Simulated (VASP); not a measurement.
# SnSe2 in VASP: single point with PBEsol

Aim: the single point of SnSe2 with PBEsol.

All numbers are computed with VASP 6.6.1; they aren't measurements. Logs are shortened: lines on timing, memory, paths and dates and some standing lists are left out, and cuts for length are marked.

**1. The cell of the first run**

The cell holds a slab with vacuum, 12 atoms: a = 3.819 Å, b = 7.235 Å, c = 24.175 Å, α = 90.00°, β = 90.00°, γ = 105.30°.

**2. Single point, PBEsol**

Input file INCAR:

```
PREC = Accurate ; ENCUT = 520
EDIFF = 1E-6 ; ISMEAR = 0
SIGMA = 0.05 ; LREAL = False
LASPH = True ; NELM = 80
ALGO = Normal ; ISIF = 2
LWAVE = False ; LCHARG = False
LDIPOL = True ; IDIPOL = 3
DIPOL = 0.5 0.5 0.500 ; GGA = PS
NBANDS = 64 ; ISYM = 0
```

Input file KPOINTS:

```
regular mesh
0
Gamma
  9 5 1
```

Input file POSCAR:

```
SnSe2
1.0
    3.8189235655      0.0000000000      0.0000000000
   -1.9094617828      6.9789811264      0.0000000000
    0.0000000000      0.0000000000     24.1753901943
Se Sn
8 4
Direct
    0.0142292034      0.0282959852      0.2937867764
    0.7582897814      0.5166367036      0.3279736152
    0.4153380864      0.8306461773      0.4353119937
    0.1384390574      0.2768858508      0.4482040367
    0.8001318834      0.6002559760      0.5517985177
    0.5232314468      0.0464928535      0.5646863620
    0.1802726216      0.3604880887      0.6720280929
    0.9243298782      0.8488222685      0.7062098082
    0.4018021705      0.8034833578      0.3270711442
    0.7747199664      0.5494364091      0.4394992654
    0.1638491905      0.3277018487      0.5605027851
    0.5367592456      0.0736395439      0.6729276024
```

Potentials or basis: VASP PAW PBE potentials, release 64 (Se, Sn_d).

The run is started by

```bash
$ cat potpaw_PBE.64/Se/POTCAR potpaw_PBE.64/Sn_d/POTCAR > POTCAR
$ mpirun -np 1 vasp_std > vasp.out
```

OUTCAR:

```text
PREC = Accurate
   ENCUT = 520
   EDIFF = 1E-6
   ISMEAR = 0
   LREAL = False
   LASPH = True
   NELM = 80
   ISIF = 2
   GGA = PS
   ISYM = 0

 ion  position               nearest neighbor table
   1  0.014  0.028  0.294-   9 2.60   9 2.60
   2  0.758  0.517  0.328-  10 2.71   9 2.77   9 2.77
   3  0.415  0.831  0.435-   9 2.62  10 2.74  10 2.74
   4  0.138  0.277  0.448-  10 2.70  10 2.70  11 2.74
   5  0.800  0.600  0.552-  11 2.70  11 2.70  10 2.74
   6  0.523  0.046  0.565-  12 2.62  11 2.74  11 2.74
   7  0.180  0.360  0.672-  11 2.71  12 2.77  12 2.77
   8  0.924  0.849  0.706-  12 2.60  12 2.60
   9  0.402  0.803  0.327-   1 2.60   1 2.60   3 2.62   2 2.77   2 2.77
  10  0.775  0.549  0.439-   4 2.70   4 2.70   2 2.71   5 2.74   3 2.74   3 2.74
  11  0.164  0.328  0.561-   5 2.70   5 2.70   7 2.71   4 2.74   6 2.74   6 2.74
  12  0.537  0.074  0.673-   8 2.60   8 2.60   6 2.62   7 2.77   7 2.77

IMPORTANT INFORMATION: All symmetrisations will be switched off!
NOSYMM: (Re-)initialisation of all symmetry stuff for point group C_1.

----------------------------------------------------------------------------------------

                                     Primitive cell

  volume of cell :     644.3272

  direct lattice vectors                    reciprocal lattice vectors
     3.818923566  0.000000000  0.000000000     0.261853892  0.071643696  0.000000000
    -1.909461783  6.978981126  0.000000000     0.000000000  0.143287391  0.000000000
     0.000000000  0.000000000 24.175390194     0.000000000  0.000000000  0.041364379

  length of vectors
     3.818923566  7.235483527 24.175390194     0.271477955  0.143287391  0.041364379

  position of ions in fractional coordinates (direct lattice)
     0.014229203  0.028295985  0.293786776
     0.758289781  0.516636704  0.327973615
     0.415338086  0.830646177  0.435311994
     0.138439057  0.276885851  0.448204037
     0.800131883  0.600255976  0.551798518
     0.523231447  0.046492853  0.564686362
     0.180272622  0.360488089  0.672028093
     0.924329878  0.848822269  0.706209808
     0.401802170  0.803483358  0.327071144
     0.774719966  0.549436409  0.439499265
     0.163849191  0.327701849  0.560502785
     0.536759246  0.073639544  0.672927602

  ion indices of the primitive-cell ions
   primitive index   ion index
                 1           1
                 2           2
                 3           3
                 4           4
                 5           5
                 6           6
                 7           7
                 8           8
                 9           9
                10          10
                11          11
                12          12

----------------------------------------------------------------------------------------

 KPOINTS: regular mesh

Automatic generation of k-mesh.
 Grid dimensions read from file:
 generate k-points for:    9    5    1

 Generating k-lattice:

  Cartesian coordinates                     Fractional coordinates (reciprocal lattice)
     0.029094877  0.007960411  0.000000000     0.111111111  0.000000000  0.000000000
     0.000000000  0.028657478  0.000000000     0.000000000  0.200000000  0.000000000
     0.000000000  0.000000000  0.041364379     0.000000000  0.000000000  1.000000000

  Length of vectors
     0.030164217  0.028657478  0.041364379

  Shift w.r.t. Gamma in fractional coordinates (k-lattice)
     0.000000000  0.000000000  0.000000000

 -----------------------------------------------------------------------------
|                                                                             |
|           W    W    AA    RRRRR   N    N  II  N    N   GGGG   !!!           |
|           W    W   A  A   R    R  NN   N  II  NN   N  G    G  !!!           |
|           W    W  A    A  R    R  N N  N  II  N N  N  G       !!!           |
|           W WW W  AAAAAA  RRRRR   N  N N  II  N  N N  G  GGG   !            |
|           WW  WW  A    A  R   R   N   NN  II  N   NN  G    G                |
|           W    W  A    A  R    R  N    N  II  N    N   GGGG   !!!           |
|                                                                             |
|     Your reciprocal lattice and k-lattice belong to different lattice       |
|     classes:                                                                |
|                                                                             |
|        The reciprocal lattice is base centered orthorhombic,                |
|        whereas your k-lattice is simple monoclinic.                         |
|                                                                             |
|     Results are often still useful ...                                      |
|                                                                             |
 -----------------------------------------------------------------------------

 WARNING: IBZKPT: internal override: KBLOWUP is changed to .FALSE.
      ... skipping the blow-up phase ...

 Subroutine IBZKPT returns following result:
 ===========================================

 Found     23 irreducible k-points:

 Following reciprocal coordinates:
            Coordinates               Weight
  0.000000  0.000000  0.000000      1.000000
  0.111111  0.000000  0.000000      2.000000
  0.222222  0.000000  0.000000      2.000000
  0.333333  0.000000  0.000000      2.000000
  0.444444  0.000000  0.000000      2.000000
  0.000000  0.200000  0.000000      2.000000
[... 15 lines left out ...]
 -0.222222  0.400000  0.000000      2.000000
 -0.111111  0.400000  0.000000      2.000000
   k-points           NKPTS =     23   k-points in BZ     NKDIM =     23   number of bands    NBANDS=     64
   number of dos      NEDOS =    301   number of ions     NIONS =     12
   total plane-waves  NPLWV = 272160
   dimension x,y,z NGX =    28 NGY =   54 NGZ =  180
   dimension x,y,z NGXF=    56 NGYF=  108 NGZF=  360
   ions per type =               8   4
   NGX,Y,Z   is equivalent  to a cutoff of  12.19, 12.41, 12.38 a.u.
   NGXF,Y,Z  is equivalent  to a cutoff of  24.38, 24.81, 24.76 a.u.
 SYSTEM =  unknown system
   PREC   = accura    normal or accurate (medium, high low for compatibility)
   ISTART =      0    job   : 0-new  1-cont  2-samecut
   ICHARG =      2    charge: 1-file 2-atom 10-const
   ISPIN  =      1    spin polarized calculation?
   LNONCOLLINEAR =      F non collinear calculations
   LSORBIT =      F    spin-orbit coupling
   LASPH  =      T    aspherical Exc in radial PAW
   ENCUT  =  520.0 eV  38.22 Ry    6.18 a.u.   7.10 13.45 44.95*2*pi/ulx,y,z
   NELM   =     80;   NELMIN=  2; NELMDL= -5     # of ELM steps
   EDIFF  = 0.1E-05   stopping-criterion for ELM
   LREAL  =      F    real-space projection
   EDIFFG = 0.1E-04   stopping-criterion for IOM
   NSW    =      0    number of steps for IOM
   IBRION =     -1    ionic relax: 0-MD 1-quasi-New 2-CG
   NFREE  =      0    steps in history (QN), initial steepest desc. (CG)
   ISIF   =      2    stress and relaxation
   ISYM   =      0    0-nonsym 1-usesym 2-fastsym
   POTIM  = 0.5000    time-step for ionic-motion
   TEBEG  =    0.0;   TEEND  =   0.0 temperature during run
   PSTRESS=    0.0 pullay stress
   NELECT =     104.0000    total number of electrons
   NUPDOWN=      -1.0000    fix difference up-down
   EMIN   =  10.00;   EMAX   =-10.00  energy-range for DOS
   EFERMI =   0.00;   METHOD = LEGACY
   ISMEAR =     0;   SIGMA  =   0.05  broadening in eV -4-tet -1-fermi 0-gaus
   EFERMI_NEDOS =   21; number of points for ismear=-14 and -15
   IALGO  =     38    algorithm
   IMIX   =      4    mixing-type and parameters
     AMIX     =   0.40;   BMIX     =  1.00
     AMIX_MAG =   1.60;   BMIX_MAG =  1.00
  volume/ion in A,a.u.               =      53.69       362.34
  Fermi-wavevector in a.u.,A,eV,Ry     =   0.891354  1.684416 10.810003  0.794513
  Thomas-Fermi vector in A             =   2.013164
   LORBIT       =      0    0 simple, 1 ext, 2 COOP (PROOUT), +10 PAW based schemes
   GGA     = PS    functional components
   LHFCALC =     F    Hartree Fock is set to
   AEXX    =    0.0000 exact exchange contribution
   IVDW    =     0    specifies the selected vdW correction
   LEPSILON=     F    determine dielectric tensor
   LRPA    =     F    only Hartree local field effects (RPA)
 non-spin polarized calculation
 Gauss-broadening in eV      SIGMA  =   0.05
  energy-cutoff  :      520.00
  volume of cell :      644.33
 maximum number of plane-waves:     17395
   NGX = 15   NGY = 27   NGZ = 89

 dipolmoment           0.000000      0.000000      0.000001 electrons x Angstroem

 number of electron     104.0000008 magnetization

 dipolmoment           0.000000      0.000000     -0.000014 electrons x Angstroem

 Free energy of the ion-electron system (eV)
  ---------------------------------------------------
  ext. energy  EPLUGINS =         0.00000000
  ---------------------------------------------------
  free energy    TOTEN  =       -50.89053283 eV

  energy without entropy =      -50.89053283  energy(sigma->0) =      -50.89053283

 E-fermi :  -0.8245     XC(G=0):  -5.1852

 val. band max:       -1.0499611988   @ k =  -0.2222   0.2000   0.0000
 cond. band min:      -0.5242454009   @ k =   0.0000   0.0000   0.0000
 fundamental gap:      0.5257157979
 Fermi energy:        -0.8244572771

 k-point     1 :       0.0000    0.0000    0.0000
  band No.  band energies     occupation
      1     -22.4042      2.00000
      2     -22.3792      2.00000
      3     -22.3626      2.00000
      4     -22.3521      2.00000
      5     -22.3412      2.00000
      6     -22.3313      2.00000
[... 56 lines left out ...]
     63       3.6888      0.00000
     64       3.8730      0.00000

 k-point     2 :       0.1111    0.0000    0.0000
  band No.  band energies     occupation
      1     -22.3998      2.00000
      2     -22.3769      2.00000
      3     -22.3671      2.00000
      4     -22.3567      2.00000
      5     -22.3384      2.00000
      6     -22.3288      2.00000
[... 56 lines left out ...]
     63       3.6384      0.00000
     64       3.8353      0.00000

 k-point     3 :       0.2222    0.0000    0.0000
  band No.  band energies     occupation
      1     -22.3941      2.00000
      2     -22.3820      2.00000
      3     -22.3737      2.00000
      4     -22.3585      2.00000
      5     -22.3317      2.00000
      6     -22.3249      2.00000
[... 1329 lines left out ...]
     63       4.1316      0.00000
     64       4.2636      0.00000

 k-point    23 :      -0.1111    0.4000    0.0000
  band No.  band energies     occupation
      1     -22.3997      2.00000
      2     -22.3769      2.00000
      3     -22.3672      2.00000
      4     -22.3567      2.00000
      5     -22.3383      2.00000
      6     -22.3288      2.00000
[... 56 lines left out ...]
     63       3.6640      0.00000
     64       3.9241      0.00000

------------------------ aborting loop because EDIFF is reached ----------------------------------------

 vacuum level on the upper side and lower side of the slab       (xc-potential included)        -0.139        -0.139

  FORCE on cell =-STRESS in cart. coord.  units (eV):
  Direction    XX          YY          ZZ          XY          YZ          ZX
  --------------------------------------------------------------------------------------
  -------------------------------------------------------------------------------------
  Total       -3.3039958     -0.5326677      0.1664453     -0.0013195     -0.0216998      0.0003090
  in kB       -8.2156814     -1.3245260      0.4138812     -0.0032811     -0.0539586      0.0007683
  external PRESSURE =      -3.0421087 kB  Pullay stress =       0.0000000 kB

 VOLUME and BASIS-vectors are now :
 -----------------------------------------------------------------------------
  energy-cutoff  :      520.00
  volume of cell :      644.33
      direct lattice vectors                 reciprocal lattice vectors
     3.818923566  0.000000000  0.000000000     0.261853892  0.071643696  0.000000000
    -1.909461783  6.978981126  0.000000000     0.000000000  0.143287391  0.000000000
     0.000000000  0.000000000 24.175390194     0.000000000  0.000000000  0.041364379

 POSITION                                       TOTAL-FORCE (eV/Angst)
 -----------------------------------------------------------------------------------
      0.00031      0.19748      7.10241        -0.000081      0.018491     -0.011998
      1.90935      3.60560      7.92889        -0.000015     -0.015244     -0.012591
      0.00006      5.79706     10.52384        -0.000018      0.011154      0.013018
     -0.00001      1.93238     10.83551        -0.000146     -0.016743     -0.005708
      1.90948      4.18918     13.33994        -0.000100      0.016736      0.005744
      1.90940      0.32447     13.65151         0.000028     -0.011139     -0.012827
      0.00011      2.51584     16.24654        -0.000065      0.015245      0.012727
      1.90915      5.92391     17.07290        -0.000106     -0.018441      0.012005
      0.00023      5.60750      7.90707         0.000205     -0.006367     -0.007322
      1.90947      3.83451     10.62507         0.000048      0.006893      0.014330
     -0.00001      2.28703     13.55037         0.000304     -0.005924     -0.014064
      1.90923      0.51393     16.26829        -0.000054      0.005339      0.006687
 -----------------------------------------------------------------------------------
    total drift:                                0.000645      0.000223     -0.000454

  FREE ENERGIE OF THE ION-ELECTRON SYSTEM (eV)
  ---------------------------------------------------
  free  energy   TOTEN  =       -50.8905328270 eV

  energy  without entropy=      -50.8905328269  energy(sigma->0) =      -50.89053283

 vacuum level on the upper side and lower side of the slab         4.686         4.686
```

Run time: 36 min. Hardware: 1 thread of Oxide Virtual Turin-like, shared host; peak memory 0.97 GiB.

Results:

```
Free energy            : -50.8905 eV
Largest force          : 0.022 eV/Å
Band gap on the k mesh : 0.53 eV (least direct gap 0.68 eV)
```

Forces in eV/Å, atoms in the order of the input:
```
Se   0.000  0.018 -0.012
Se   0.000 -0.015 -0.013
Se   0.000  0.011  0.013
Se   0.000 -0.017 -0.006
Se   0.000  0.017  0.006
Se   0.000 -0.011 -0.013
Se   0.000  0.015  0.013
Se   0.000 -0.018  0.012
Sn   0.000 -0.006 -0.007
Sn   0.000  0.007  0.014
Sn   0.000 -0.006 -0.014
Sn   0.000  0.005  0.007
```

Caveat: the PAW data sets were made with another functional, which shifts forces and pressure a little; spin-orbit coupling is left out, which moves the levels of the heavy elements.
